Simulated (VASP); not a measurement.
# Cr (Fm-3m) in VASP: notebook

Runs on Cr. Level: BLYP. Tasks: single point.

Everything below comes from runs of VASP 6.6.1. Logs are shortened: lines on timing, memory, paths and dates and some standing lists are left out, and cuts for length are marked.

## Step 1: The cell of the first run

The structure is cubic, space group Fm-3m (No. 225). Conventional cell: a = 3.560 Å, b = 3.560 Å, c = 3.560 Å, α = 90.00°, β = 90.00°, γ = 90.00°. Cr (site symmetry m-3m) has 12 Cr at 2.52 Å within 3.3 Å.

This isn't the form of Cr at room conditions, which is bcc.

## Step 2: Single point, BLYP, collinear spin, ferromagnetic start (11.28 Å³/atom)

Contents of INCAR:

```
SYSTEM = Cr
AGGAC = 1.0
AGGAX = 1.0
ALDAC = 0.0
ALDAX = 1.0
ALGO = Normal
EDIFF = 1E-7
ENCUT = 520
GGA = B5
ISIF = 2
ISMEAR = -1
ISPIN = 2
LASPH = .TRUE.
LCHARG = .FALSE.
LMAXMIX = 4
LORBIT = 11
LREAL = .FALSE.
LWAVE = .FALSE.
MAGMOM = 1.5
NBANDS = 16
NELM = 150
PREC = Accurate
SIGMA = 0.05
```

Contents of KPOINTS:

```
k-points
0
G
  24 24 24
  0 0 0
```

Contents of POSCAR:

```
Cr
1.0
    0.0000000000      1.7799496707      1.7799496707
    1.7799496707      0.0000000000      1.7799496707
    1.7799496707      1.7799496707      0.0000000000
Cr
1
Direct
    0.0000000000      0.0000000000      0.0000000000
```

Potentials or basis: VASP PAW PBE potentials, release 64 (Cr_pv).

The run is started by

```sh
cat potpaw_PBE.64/Cr_pv/POTCAR > POTCAR
mpirun -np 1 vasp_std > vasp.out
```

OUTCAR:

```text
SYSTEM = Cr
   EDIFF = 1E-7
   ENCUT = 520
   GGA = B5
   ISIF = 2
   ISMEAR = -1
   ISPIN = 2
   LASPH = .TRUE.
   LORBIT = 11
   LREAL = .FALSE.
   NELM = 150
   PREC = Accurate

 ion  position               nearest neighbor table
   1  0.000  0.000  0.000-

  LATTYP: Found a face centered cubic cell.
 ALAT       =     3.5598993414

  Lattice vectors:

 A1 = (   0.0000000000,   1.7799496707,   1.7799496707)
 A2 = (   1.7799496707,   0.0000000000,   1.7799496707)
 A3 = (   1.7799496707,   1.7799496707,   0.0000000000)

Analysis of symmetry for initial positions (statically):
=====================================================================
 Subroutine PRICEL returns:
 Original cell was already a primitive cell.

 Routine SETGRP: Setting up the symmetry group for a
 face centered cubic supercell.

 Subroutine GETGRP returns: Found 48 space group operations
 (whereof 48 operations were pure point group operations)
 out of a pool of 48 trial point group operations.

The static configuration has the point symmetry O_h .

Analysis of symmetry for dynamics (positions and initial velocities):
=====================================================================
 Subroutine PRICEL returns:
 Original cell was already a primitive cell.

 Routine SETGRP: Setting up the symmetry group for a
 face centered cubic supercell.

 Subroutine GETGRP returns: Found 48 space group operations
 (whereof 48 operations were pure point group operations)
 out of a pool of 48 trial point group operations.

The dynamic configuration has the point symmetry O_h .

Analysis of structural, dynamic, and magnetic symmetry:
=====================================================================
 Subroutine PRICEL returns:
 Original cell was already a primitive cell.

 Routine SETGRP: Setting up the symmetry group for a
 face centered cubic supercell.

 Subroutine GETGRP returns: Found 48 space group operations
 (whereof 48 operations were pure point group operations)
 out of a pool of 48 trial point group operations.

The overall configuration has the point symmetry O_h .

 Subroutine INISYM returns: Found 48 space group operations
 (whereof 48 operations are pure point group operations),
 and found     1 'primitive' translations

----------------------------------------------------------------------------------------

                                     Primitive cell

  volume of cell :      11.2785

  direct lattice vectors                    reciprocal lattice vectors
     0.000000000  1.779949671  1.779949671    -0.280906819  0.280906819  0.280906819
     1.779949671  0.000000000  1.779949671     0.280906819 -0.280906819  0.280906819
     1.779949671  1.779949671  0.000000000     0.280906819  0.280906819 -0.280906819

  length of vectors
     2.517228965  2.517228965  2.517228965     0.486544883  0.486544883  0.486544883

  position of ions in fractional coordinates (direct lattice)
     0.000000000  0.000000000  0.000000000

  ion indices of the primitive-cell ions
   primitive index   ion index
                 1           1

----------------------------------------------------------------------------------------

 KPOINTS: k-points

Automatic generation of k-mesh.
 Grid dimensions read from file:
 generate k-points for:   24   24   24

 Generating k-lattice:

  Cartesian coordinates                     Fractional coordinates (reciprocal lattice)
    -0.011704451  0.011704451  0.011704451     0.041666667  0.000000000  0.000000000
     0.011704451 -0.011704451  0.011704451     0.000000000  0.041666667  0.000000000
     0.011704451  0.011704451 -0.011704451     0.000000000  0.000000000  0.041666667

  Length of vectors
     0.020272703  0.020272703  0.020272703

  Shift w.r.t. Gamma in fractional coordinates (k-lattice)
     0.000000000  0.000000000  0.000000000

 Subroutine IBZKPT returns following result:
 ===========================================

 Found    413 irreducible k-points:

 Following reciprocal coordinates:
            Coordinates               Weight
  0.000000  0.000000  0.000000      1.000000
  0.041667  0.000000  0.000000      8.000000
  0.083333  0.000000  0.000000      8.000000
  0.125000  0.000000  0.000000      8.000000
  0.166667  0.000000  0.000000      8.000000
  0.208333  0.000000  0.000000      8.000000
[... 16 lines left out ...]
  0.416667  0.041667  0.000000     24.000000
  0.458333  0.041667  0.000000     24.000000
 [... further k-points ...]
   k-points           NKPTS =    413   k-points in BZ     NKDIM =    413   number of bands    NBANDS=     16
   number of dos      NEDOS =    301   number of ions     NIONS =      1
   total plane-waves  NPLWV =   8000
   dimension x,y,z NGX =    20 NGY =   20 NGZ =   20
   dimension x,y,z NGXF=    40 NGYF=   40 NGZF=   40
   ions per type =               1
   NGX,Y,Z   is equivalent  to a cutoff of  13.21, 13.21, 13.21 a.u.
   NGXF,Y,Z  is equivalent  to a cutoff of  26.42, 26.42, 26.42 a.u.
 SYSTEM =  Cr
   PREC   = accura    normal or accurate (medium, high low for compatibility)
   ISTART =      0    job   : 0-new  1-cont  2-samecut
   ICHARG =      2    charge: 1-file 2-atom 10-const
   ISPIN  =      2    spin polarized calculation?
   LNONCOLLINEAR =      F non collinear calculations
   LSORBIT =      F    spin-orbit coupling
   LASPH  =      T    aspherical Exc in radial PAW
   ENCUT  =  520.0 eV  38.22 Ry    6.18 a.u.   4.68  4.68  4.68*2*pi/ulx,y,z
   NELM   =    150;   NELMIN=  2; NELMDL= -5     # of ELM steps
   EDIFF  = 0.1E-06   stopping-criterion for ELM
   LREAL  =      F    real-space projection
   EDIFFG = 0.1E-05   stopping-criterion for IOM
   NSW    =      0    number of steps for IOM
   IBRION =     -1    ionic relax: 0-MD 1-quasi-New 2-CG
   NFREE  =      0    steps in history (QN), initial steepest desc. (CG)
   ISIF   =      2    stress and relaxation
   ISYM   =      2    0-nonsym 1-usesym 2-fastsym
   POTIM  = 0.5000    time-step for ionic-motion
   TEBEG  =    0.0;   TEEND  =   0.0 temperature during run
   PSTRESS=    0.0 pullay stress
   NELECT =      12.0000    total number of electrons
   NUPDOWN=      -1.0000    fix difference up-down
   EMIN   =  10.00;   EMAX   =-10.00  energy-range for DOS
   EFERMI =   0.00;   METHOD = LEGACY
   ISMEAR =    -1;   SIGMA  =   0.05  broadening in eV -4-tet -1-fermi 0-gaus
   EFERMI_NEDOS =   21; number of points for ismear=-14 and -15
   IALGO  =     38    algorithm
   IMIX   =      4    mixing-type and parameters
     AMIX     =   0.40;   BMIX     =  1.00
     AMIX_MAG =   1.60;   BMIX_MAG =  1.00
  volume/ion in A,a.u.               =      11.28        76.11
  Fermi-wavevector in a.u.,A,eV,Ry     =   1.671286  3.158273 38.003766  2.793198
  Thomas-Fermi vector in A             =   2.756635
   LORBIT       =     11    0 simple, 1 ext, 2 COOP (PROOUT), +10 PAW based schemes
   GGA     = B5    functional components
   LHFCALC =     F    Hartree Fock is set to
   AEXX    =    0.0000 exact exchange contribution
   IVDW    =     0    specifies the selected vdW correction
   LEPSILON=     F    determine dielectric tensor
   LRPA    =     F    only Hartree local field effects (RPA)
 spin polarized calculation
  energy-cutoff  :      520.00
  volume of cell :       11.28
 maximum number of plane-waves:       315
   NGX =  9   NGY =  9   NGZ =  9

 number of electron      12.0000000 magnetization       0.0000270

 number of electron      12.0000000 magnetization      -0.0000236

 Free energy of the ion-electron system (eV)
  ---------------------------------------------------
  ext. energy  EPLUGINS =         0.00000000
  ---------------------------------------------------
  free energy    TOTEN  =        -7.90149222 eV

  energy without entropy =       -7.88778392  energy(sigma->0) =       -7.89463807

 E-fermi :  11.5366     XC(G=0): -13.2149

 val. band max:       11.5358182362   @ k =   0.5000   0.1667   0.0417
 cond. band min:      11.5379558232   @ k =   0.1667   0.1250   0.0000
 fundamental gap:      0.0021375871
 Fermi energy:        11.5366204149

 spin component 1

 k-point     1 :       0.0000    0.0000    0.0000
  band No.  band energies     occupation
      1     -30.5876      1.00000
      2     -30.5876      1.00000
      3     -30.5876      1.00000
      4       4.0860      1.00000
      5      11.0313      0.99996
      6      11.0313      0.99996
[... 8 lines left out ...]
     15      43.0656      0.00000
     16      43.9959      0.00000

 k-point     2 :       0.0417    0.0000    0.0000
  band No.  band energies     occupation
      1     -30.6055      1.00000
      2     -30.5899      1.00000
      3     -30.5899      1.00000
      4       4.1604      1.00000
      5      10.9954      0.99998
      6      11.0570      0.99993
[... 8 lines left out ...]
     15      43.3754      0.00000
     16      43.9804      0.00000

 k-point     3 :       0.0833    0.0000    0.0000
  band No.  band energies     occupation
      1     -30.6578      1.00000
      2     -30.5963      1.00000
      3     -30.5963      1.00000
      4       4.3801      1.00000
      5      10.8944      1.00000
      6      11.1285      0.99972
[... 8 lines left out ...]
     15      43.1044      0.00000
     16      43.9147      0.00000
[... 362 lines left out ...]
 k-point    23 :       0.4167    0.0417    0.0000
  band No.  band energies     occupation
      1     -31.5004      1.00000
      2     -30.7143      1.00000
      3     -30.7094      1.00000
      4       7.4840      1.00000
      5      10.9475      0.99999
      6      11.0728      0.99991
[... 8 lines left out ...]
     15      40.7571      0.00000
     16      41.3907      0.00000

 k-point    24 :       0.4583    0.0417    0.0000
  band No.  band energies     occupation
      1     -31.5578      1.00000
      2     -30.7200      1.00000
      3     -30.7192      1.00000
      4       7.5206      1.00000
      5      10.8849      1.00000
      6      11.0048      0.99998
[... 8 lines left out ...]
     15      40.8960      0.00000
     16      41.1764      0.00000

 [... further k-points ...]

 spin component 2

 k-point     1 :       0.0000    0.0000    0.0000
  band No.  band energies     occupation
      1     -30.5877      1.00000
      2     -30.5877      1.00000
      3     -30.5877      1.00000
      4       4.0860      1.00000
      5      11.0313      0.99996
      6      11.0313      0.99996
[... 8 lines left out ...]
     15      43.0656      0.00000
     16      43.9959      0.00000

 k-point     2 :       0.0417    0.0000    0.0000
  band No.  band energies     occupation
      1     -30.6056      1.00000
      2     -30.5899      1.00000
      3     -30.5899      1.00000
      4       4.1604      1.00000
      5      10.9954      0.99998
      6      11.0569      0.99993
[... 8 lines left out ...]
     15      43.3754      0.00000
     16      43.9804      0.00000

 k-point     3 :       0.0833    0.0000    0.0000
  band No.  band energies     occupation
      1     -30.6579      1.00000
      2     -30.5964      1.00000
      3     -30.5964      1.00000
      4       4.3801      1.00000
      5      10.8944      1.00000
      6      11.1285      0.99972
[... 8 lines left out ...]
     15      43.1043      0.00000
     16      43.9147      0.00000
[... 362 lines left out ...]
 k-point    23 :       0.4167    0.0417    0.0000
  band No.  band energies     occupation
      1     -31.5005      1.00000
      2     -30.7143      1.00000
      3     -30.7094      1.00000
      4       7.4840      1.00000
      5      10.9474      0.99999
      6      11.0728      0.99991
[... 8 lines left out ...]
     15      40.7571      0.00000
     16      41.3907      0.00000

 k-point    24 :       0.4583    0.0417    0.0000
  band No.  band energies     occupation
      1     -31.5579      1.00000
      2     -30.7200      1.00000
      3     -30.7193      1.00000
      4       7.5206      1.00000
      5      10.8849      1.00000
      6      11.0048      0.99998
[... 8 lines left out ...]
     15      40.8960      0.00000
     16      41.1764      0.00000

 [... further k-points ...]

------------------------ aborting loop because EDIFF is reached ----------------------------------------

  FORCE on cell =-STRESS in cart. coord.  units (eV):
  Direction    XX          YY          ZZ          XY          YZ          ZX
  --------------------------------------------------------------------------------------
  -------------------------------------------------------------------------------------
  Total        1.5075163      1.5075163      1.5075163     -0.0000000     -0.0000000      0.0000000
  in kB      214.1506736    214.1506736    214.1506736     -0.0000000     -0.0000000      0.0000000
  external PRESSURE =     214.1506736 kB  Pullay stress =       0.0000000 kB

 VOLUME and BASIS-vectors are now :
 -----------------------------------------------------------------------------
  energy-cutoff  :      520.00
  volume of cell :       11.28
      direct lattice vectors                 reciprocal lattice vectors
     0.000000000  1.779949671  1.779949671    -0.280906819  0.280906819  0.280906819
     1.779949671  0.000000000  1.779949671     0.280906819 -0.280906819  0.280906819
     1.779949671  1.779949671  0.000000000     0.280906819  0.280906819 -0.280906819

 POSITION                                       TOTAL-FORCE (eV/Angst)
 -----------------------------------------------------------------------------------
      0.00000      0.00000      0.00000        -0.000000      0.000000      0.000000
 -----------------------------------------------------------------------------------
    total drift:                                0.000000     -0.000000      0.000000

  FREE ENERGIE OF THE ION-ELECTRON SYSTEM (eV)
  ---------------------------------------------------
  free  energy   TOTEN  =        -7.9014922238 eV

  energy  without entropy=       -7.8877839195  energy(sigma->0) =       -7.89463807

 total charge

# of ion       s       p       d       tot
------------------------------------------
    1        0.424   6.389   4.326  11.139

 magnetization (x)

# of ion       s       p       d       tot
------------------------------------------
    1        0.000  -0.000  -0.000  -0.000
```

It took 2.5 min on 1 thread of Intel Xeon Platinum 8259CL at 2.50GHz (Skylake/Cascade Lake), shared host; peak memory 0.22 GiB.

What came out:

- Free energy: -7.9015 eV
- Pressure: 21.4 GPa
- Band gap on the k mesh: zero (filled and empty bands overlap)
- Net moment: 0.00 μB per cell
- Valence electrons inside the program's atomic spheres: Cr 11.14

Caveat: the cell stands under pressure; an empty level that is flat over the whole mesh can mark a ghost state of the potentials, or a narrow d or f band; the moments typed at the start vanished in this run; the PAW data sets were made with another functional, which shifts forces and pressure a little.

[end of part 1 of 2]
